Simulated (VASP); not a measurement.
# BaTiO3 (R3m) in VASP: settings compared

The runs below take BaTiO3 through density of states, with BLYP, PBE, RPBE, revPBE.

Everything below comes from runs of VASP 6.6.1. Logs are shortened: lines on timing, memory, paths and dates and some standing lists are left out, and cuts for length are marked.

**1. The cell of the first run**

It takes space group R3m (No. 160, trigonal). Conventional cell: a = 5.655 Å, b = 5.655 Å, c = 6.955 Å, α = 90.00°, β = 90.00°, γ = 120.00°. Within 3.7 Å of Ba (site symmetry 3m) lie 12 O at 2.79 to 2.89 Å and 8 Ti at 3.37 to 3.59 Å. Ti (site symmetry 3m) has 6 O at 1.87 to 2.14 Å within 2.5 Å. O (site symmetry m) has 2 Ti at 1.87 to 2.14 Å within 2.5 Å.

**2. Density of states, BLYP**

Input file POSCAR:

```
BaTiO3
1.0
    2.8273666084      1.6323808724      2.3183934932
   -2.8273666084      1.6323808724      2.3183934932
    0.0000000000     -3.2647617449      2.3183934932
Ba Ti O
1 1 3
Direct
    0.0000000000      0.0000000000      0.0000000000
    0.4845000000      0.4845000000      0.4845000000
    0.5086000000      0.0175000000      0.5086000000
    0.0175000000      0.5086000000      0.5086000000
    0.5086000000      0.5086000000      0.0175000000
```

Input file INCAR.step1:

```
SYSTEM = BaTiO3
  AGGAC = 1.0
  AGGAX = 1.0
  ALDAC = 0.0
  ALDAX = 1.0
  ALGO = Normal
  EDIFF = 1E-7
  ENCUT = 520
  GGA = B5
  ISIF = 2
  ISMEAR = -1
  LASPH = .TRUE.
  LCHARG = .TRUE.
  LMAXMIX = 4
  LREAL = .FALSE.
  LWAVE = .FALSE.
  NBANDS = 28
  NELM = 60
  PREC = Accurate
  SIGMA = 0.05
```

Input file KPOINTS.step1:

```
k-points
0
G
  7 7 7
  0 0 0
```

Input file INCAR.step2:

```
SYSTEM = BaTiO3
  AGGAC = 1.0
  AGGAX = 1.0
  ALDAC = 0.0
  ALDAX = 1.0
  ALGO = Normal
  EDIFF = 1E-7
  ENCUT = 520
  GGA = B5
  ICHARG = 11
  ISIF = 2
  ISMEAR = -5
  LASPH = .TRUE.
  LCHARG = .FALSE.
  LMAXMIX = 4
  LORBIT = 11
  LREAL = .FALSE.
  LWAVE = .FALSE.
  NEDOS = 1001
  NELM = 60
  PREC = Accurate
  SIGMA = 0.05
```

Input file KPOINTS.step2:

```
k-points
0
G
  11 11 11
  0 0 0
```

Potentials or basis: VASP PAW PBE potentials, release 64 (Ba_sv, Ti_sv, O).

The run is started by

```console
> cat potpaw_PBE.64/Ba_sv/POTCAR potpaw_PBE.64/Ti_sv/POTCAR potpaw_PBE.64/O/POTCAR > POTCAR
> cp INCAR.step1 INCAR
> cp KPOINTS.step1 KPOINTS
> mpirun -np 1 vasp_std > vasp.out
> cp INCAR.step2 INCAR
> cp KPOINTS.step2 KPOINTS
> mpirun -np 1 vasp_std > vasp.out
```

OUTCAR:

```text
SYSTEM = BaTiO3
   EDIFF = 1E-7
   ENCUT = 520
   GGA = B5
   ICHARG = 11
   ISIF = 2
   ISMEAR = -5
   LASPH = .TRUE.
   LORBIT = 11
   LREAL = .FALSE.
   NELM = 60
   PREC = Accurate

 ion  position               nearest neighbor table
   1  0.000  0.000  0.000-   5 2.79   4 2.79   3 2.79   4 2.83   3 2.83   4 2.83   3 2.83   5 2.83
                             5 2.83   5 2.89   4 2.89   3 2.89   2 3.37   2 3.43   2 3.43   2 3.43
   2  0.484  0.484  0.484-   3 1.87   4 1.87   5 1.87   3 2.14   4 2.14   5 2.14   1 3.37   1 3.43
                             1 3.43   1 3.43   1 3.50   1 3.50   1 3.50   1 3.59
   3  0.509  0.017  0.509-   2 1.87   2 2.14   1 2.79   1 2.83   1 2.83   1 2.89
   4  0.017  0.509  0.509-   2 1.87   2 2.14   1 2.79   1 2.83   1 2.83   1 2.89
   5  0.509  0.509  0.017-   2 1.87   2 2.14   1 2.79   1 2.83   1 2.83   1 2.89

  LATTYP: Found a trigonal (rhomboedric) cell.
 ALAT       =     4.0042000000
 COS(alpha) =     0.0028448828

  Lattice vectors:

 A1 = (   2.8273666084,   1.6323808724,   2.3183934932)
 A2 = (  -2.8273666084,   1.6323808724,   2.3183934932)
 A3 = (   0.0000000000,  -3.2647617449,   2.3183934932)

Analysis of symmetry for initial positions (statically):
=====================================================================
 Subroutine PRICEL returns:
 Original cell was already a primitive cell.

 Routine SETGRP: Setting up the symmetry group for a
 trigonal (rhombohedral) supercell.

 Subroutine GETGRP returns: Found  6 space group operations
 (whereof  6 operations were pure point group operations)
 out of a pool of 12 trial point group operations.

The static configuration has the point symmetry C_3v.

Analysis of symmetry for dynamics (positions and initial velocities):
=====================================================================
 Subroutine PRICEL returns:
 Original cell was already a primitive cell.

 Routine SETGRP: Setting up the symmetry group for a
 trigonal (rhombohedral) supercell.

 Subroutine GETGRP returns: Found  6 space group operations
 (whereof  6 operations were pure point group operations)
 out of a pool of 12 trial point group operations.

The dynamic configuration has the point symmetry C_3v.

 Subroutine INISYM returns: Found  6 space group operations
 (whereof  6 operations are pure point group operations),
 and found     1 'primitive' translations

----------------------------------------------------------------------------------------

                                     Primitive cell

  volume of cell :      64.2010

  direct lattice vectors                    reciprocal lattice vectors
     2.827366608  1.632380872  2.318393493     0.176843002  0.102100355  0.143777721
    -2.827366608  1.632380872  2.318393493    -0.176843002  0.102100355  0.143777721
     0.000000000 -3.264761745  2.318393493     0.000000000 -0.204200710  0.143777721

  length of vectors
     4.004200000  4.004200000  4.004200000     0.249739791  0.249739791  0.249739791

  position of ions in fractional coordinates (direct lattice)
     0.000000000  0.000000000  0.000000000
     0.484500000  0.484500000  0.484500000
     0.508600000  0.017500000  0.508600000
     0.017500000  0.508600000  0.508600000
     0.508600000  0.508600000  0.017500000

  ion indices of the primitive-cell ions
   primitive index   ion index
                 1           1
                 2           2
                 3           3
                 4           4
                 5           5

----------------------------------------------------------------------------------------

 KPOINTS: k-points

Automatic generation of k-mesh.
 Grid dimensions read from file:
 generate k-points for:   11   11   11

 Generating k-lattice:

  Cartesian coordinates                     Fractional coordinates (reciprocal lattice)
     0.016076637  0.009281850  0.013070702     0.090909091  0.000000000 -0.000000000
    -0.016076637  0.009281850  0.013070702     0.000000000  0.090909091 -0.000000000
     0.000000000 -0.018563701  0.013070702     0.000000000  0.000000000  0.090909091

  Length of vectors
     0.022703617  0.022703617  0.022703617

  Shift w.r.t. Gamma in fractional coordinates (k-lattice)
     0.000000000  0.000000000  0.000000000

 TETIRR: Found    671 inequivalent tetrahedra from     7986

 Subroutine IBZKPT returns following result:
 ===========================================

 Found    146 irreducible k-points:

 Following reciprocal coordinates:
            Coordinates               Weight
  0.000000  0.000000  0.000000      1.000000
  0.090909  0.000000 -0.000000      6.000000
  0.181818  0.000000  0.000000      6.000000
  0.272727  0.000000 -0.000000      6.000000
  0.363636  0.000000 -0.000000      6.000000
  0.454545  0.000000  0.000000      6.000000
[... 16 lines left out ...]
 -0.272727  0.181818  0.000000     12.000000
 -0.181818  0.181818  0.000000      6.000000
 [... further k-points ...]
   k-points           NKPTS =    146   k-points in BZ     NKDIM =    146   number of bands    NBANDS=     24
   number of dos      NEDOS =   1001   number of ions     NIONS =      5
   total plane-waves  NPLWV =  27000
   dimension x,y,z NGX =    30 NGY =   30 NGZ =   30
   dimension x,y,z NGXF=    60 NGYF=   60 NGZF=   60
   ions per type =               1   1   3
   NGX,Y,Z   is equivalent  to a cutoff of  12.46, 12.46, 12.46 a.u.
   NGXF,Y,Z  is equivalent  to a cutoff of  24.91, 24.91, 24.91 a.u.
 SYSTEM =  BaTiO3
   PREC   = accura    normal or accurate (medium, high low for compatibility)
   ISTART =      0    job   : 0-new  1-cont  2-samecut
   ICHARG =     11    charge: 1-file 2-atom 10-const
   ISPIN  =      1    spin polarized calculation?
   LNONCOLLINEAR =      F non collinear calculations
   LSORBIT =      F    spin-orbit coupling
   LASPH  =      T    aspherical Exc in radial PAW
   ENCUT  =  520.0 eV  38.22 Ry    6.18 a.u.   7.45  7.45  7.45*2*pi/ulx,y,z
   NELM   =     60;   NELMIN=  2; NELMDL=  0     # of ELM steps
   EDIFF  = 0.1E-06   stopping-criterion for ELM
   LREAL  =      F    real-space projection
   EDIFFG = 0.1E-05   stopping-criterion for IOM
   NSW    =      0    number of steps for IOM
   IBRION =     -1    ionic relax: 0-MD 1-quasi-New 2-CG
   NFREE  =      0    steps in history (QN), initial steepest desc. (CG)
   ISIF   =      2    stress and relaxation
   ISYM   =      2    0-nonsym 1-usesym 2-fastsym
   POTIM  = 0.5000    time-step for ionic-motion
   TEBEG  =    0.0;   TEEND  =   0.0 temperature during run
   PSTRESS=    0.0 pullay stress
   NELECT =      40.0000    total number of electrons
   NUPDOWN=      -1.0000    fix difference up-down
   EMIN   =  10.00;   EMAX   =-10.00  energy-range for DOS
   EFERMI =   0.00;   METHOD = LEGACY
   ISMEAR =    -5;   SIGMA  =   0.05  broadening in eV -4-tet -1-fermi 0-gaus
   EFERMI_NEDOS =   21; number of points for ismear=-14 and -15
   IALGO  =     38    algorithm
   IMIX   =      4    mixing-type and parameters
     AMIX     =   0.40;   BMIX     =  1.00
     AMIX_MAG =   1.60;   BMIX_MAG =  1.00
  volume/ion in A,a.u.               =      12.84        86.65
  Fermi-wavevector in a.u.,A,eV,Ry     =   1.398237  2.642285 26.600301  1.955067
  Thomas-Fermi vector in A             =   2.521415
   LORBIT       =     11    0 simple, 1 ext, 2 COOP (PROOUT), +10 PAW based schemes
   GGA     = B5    functional components
   LHFCALC =     F    Hartree Fock is set to
   AEXX    =    0.0000 exact exchange contribution
   IVDW    =     0    specifies the selected vdW correction
   LEPSILON=     F    determine dielectric tensor
   LRPA    =     F    only Hartree local field effects (RPA)
 non-spin polarized calculation
 Fermi weights with tetrahedron method with Bloechl corrections
  energy-cutoff  :      520.00
  volume of cell :       64.20
 maximum number of plane-waves:      1759
 NGX is ok and might be reduce to    30

 number of electron      39.9999999 magnetization

 Free energy of the ion-electron system (eV)
  ---------------------------------------------------
  ext. energy  EPLUGINS =         0.00000000
  ---------------------------------------------------
  free energy    TOTEN  =       -38.05266184 eV

  energy without entropy =      -38.05266184  energy(sigma->0) =      -38.05266184

 E-fermi :   4.1316     XC(G=0): -10.7132

 val. band max:        4.0859980047   @ k =   0.4545   0.4545   0.4545
 cond. band min:       6.5123574904   @ k =   0.0000   0.0000   0.0000
 fundamental gap:      2.4263594857
 Fermi energy:         4.1315903041

 k-point     1 :       0.0000    0.0000    0.0000
  band No.  band energies     occupation
      1     -52.0020      2.00000
      2     -28.4009      2.00000
      3     -28.4005      2.00000
      4     -28.4005      2.00000
      5     -20.6648      2.00000
      6     -12.5957      2.00000
[... 16 lines left out ...]
     23       6.6463      0.00000
     24       8.5441      0.00000

 k-point     2 :       0.0909    0.0000   -0.0000
  band No.  band energies     occupation
      1     -52.0019      2.00000
      2     -28.4049      2.00000
      3     -28.4006      2.00000
      4     -28.4004      2.00000
      5     -20.6559      2.00000
      6     -12.5990      2.00000
[... 16 lines left out ...]
     23       6.7002      0.00000
     24       8.5433      0.00000

 k-point     3 :       0.1818    0.0000    0.0000
  band No.  band energies     occupation
      1     -52.0017      2.00000
      2     -28.4161      2.00000
      3     -28.4001      2.00000
      4     -28.4000      2.00000
      5     -20.6320      2.00000
      6     -12.6248      2.00000
[... 16 lines left out ...]
     23       6.9620      0.00000
     24       8.5409      0.00000
[... 514 lines left out ...]
 k-point    23 :      -0.2727    0.1818    0.0000
  band No.  band energies     occupation
      1     -52.0011      2.00000
      2     -28.4299      2.00000
      3     -28.4145      2.00000
      4     -28.3989      2.00000
      5     -20.5736      2.00000
      6     -12.6073      2.00000
[... 16 lines left out ...]
     23       7.4496      0.00000
     24       8.9317      0.00000

 k-point    24 :      -0.1818    0.1818    0.0000
  band No.  band energies     occupation
      1     -52.0014      2.00000
      2     -28.4163      2.00000
      3     -28.4143      2.00000
      4     -28.3994      2.00000
      5     -20.6022      2.00000
      6     -12.5968      2.00000
[... 16 lines left out ...]
     23       7.1542      0.00000
     24       8.8704      0.00000

 [... further k-points ...]
[... 5 lines left out ...]
  --------------------------------------------------------------------------------------
  -------------------------------------------------------------------------------------
  Total        5.1223885      5.1223885      4.9566446      0.0000000     -0.0000000      0.0000000
  in kB      127.8324394    127.8324394    123.6961947      0.0000000     -0.0000000      0.0000000
  external PRESSURE =     126.4536912 kB  Pullay stress =       0.0000000 kB

 VOLUME and BASIS-vectors are now :
 -----------------------------------------------------------------------------
  energy-cutoff  :      520.00
  volume of cell :       64.20
      direct lattice vectors                 reciprocal lattice vectors
     2.827366608  1.632380872  2.318393493     0.176843002  0.102100355  0.143777721
    -2.827366608  1.632380872  2.318393493    -0.176843002  0.102100355  0.143777721
     0.000000000 -3.264761745  2.318393493     0.000000000 -0.204200710  0.143777721

 POSITION                                       TOTAL-FORCE (eV/Angst)
 -----------------------------------------------------------------------------------
      0.00000      0.00000      0.00000         0.000000      0.000000     -0.131522
      0.00000     -0.00000      3.36978         0.000000     -0.000000      0.372018
      1.38852     -0.80166      2.39884         0.210847     -0.121733     -0.080165
     -1.38852     -0.80166      2.39884        -0.210847     -0.121733     -0.080165
      0.00000      1.60332      2.39884         0.000000      0.243465     -0.080165
 -----------------------------------------------------------------------------------
    total drift:                                0.000000     -0.000002      0.001190

  FREE ENERGIE OF THE ION-ELECTRON SYSTEM (eV)
  ---------------------------------------------------
  free  energy   TOTEN  =       -38.0526618360 eV

  energy  without entropy=      -38.0526618360  energy(sigma->0) =      -38.05266184

 total charge

# of ion       s       p       d       tot
------------------------------------------
    1        2.015   5.661   0.323   7.999
    2        2.221   6.277   1.801  10.298
    3        1.559   3.493   0.000   5.053
    4        1.559   3.493   0.000   5.053
    5        1.559   3.493   0.000   5.053
--------------------------------------------------
tot          8.914  22.418   2.123  33.455
```

Run time: 5.1 min. Hardware: 1 thread of Intel Xeon 6975P-C, shared host; peak memory 0.34 GiB.

What came out:

| Property | Result |
| --- | --- |
| Valence electrons inside the program's atomic spheres | Ba 8.00; Ti 10.30; O 5.05 |

Levels at points of the mesh, in eV from the valence-band top:
| k point | band 17 | band 18 | band 19 | band 20 | band 21 | band 22 | band 23 | band 24 |
| --- | --- | --- | --- | --- | --- | --- | --- | --- |
| (0.00, 0.00, 0.00) | -1.02 | -0.50 | -0.37 | -0.37 | 2.43 | 2.43 | 2.56 | 4.46 |

Caveat: the PAW data sets were made with another functional, which shifts forces and pressure a little; spin-orbit coupling is left out, which moves the levels of the heavy elements.

**3. Density of states, PBE**

POSCAR is that of step 2.

Input file INCAR.step1:

```
SYSTEM = BaTiO3
ALGO = Normal
EDIFF = 1E-6
ENCUT = 520
GGA = PE
ISIF = 2
ISMEAR = -1
LASPH = .True.
LCHARG = .True.
LMAXMIX = 4
LREAL = .False.
LWAVE = .False.
NBANDS = 28
NELM = 80
PREC = Accurate
SIGMA = 0.05
```

Input file KPOINTS.step1:

```
k-points
0
Gamma
  7 7 7
  0 0 0
```

Input file INCAR.step2:

```
SYSTEM = BaTiO3
ALGO = Normal
EDIFF = 1E-6
ENCUT = 520
GGA = PE
ICHARG = 11
ISIF = 2
ISMEAR = -5
LASPH = .True.
LCHARG = .False.
LMAXMIX = 4
LORBIT = 11
LREAL = .False.
LWAVE = .False.
NBANDS = 28
NEDOS = 2001
NELM = 80
PREC = Accurate
SIGMA = 0.05
```

Input file KPOINTS.step2:

```
k-points
0
Gamma
  11 11 11
  0 0 0
```

Potentials or basis: VASP PAW PBE potentials, release 64 (Ba_sv, Ti_sv, O).

The run is started by

```console
> cat potpaw_PBE.64/Ba_sv/POTCAR potpaw_PBE.64/Ti_sv/POTCAR potpaw_PBE.64/O/POTCAR > POTCAR
> cp INCAR.step1 INCAR
> cp KPOINTS.step1 KPOINTS
> mpirun -np 1 vasp_std > vasp.out
> cp INCAR.step2 INCAR
> cp KPOINTS.step2 KPOINTS
> mpirun -np 1 vasp_std > vasp.out
```

It took 6.5 min on 1 thread of AMD EPYC 7R13, shared host; peak memory 0.33 GiB.

It converged, with:

```
Valence electrons inside the program's atomic spheres : Ba 7.99; Ti 10.30; O 5.04
```

Levels at points of the mesh, in eV from the valence-band top:
```tsv
k point	band 18	band 19	band 20	band 21	band 22	band 23
(0.00, 0.00, 0.00)	-0.51	-0.38	-0.38	2.40	2.40	2.54
```

Caveat: spin-orbit coupling is left out, which moves the levels of the heavy elements.

(Continued in part 2 of 2.)
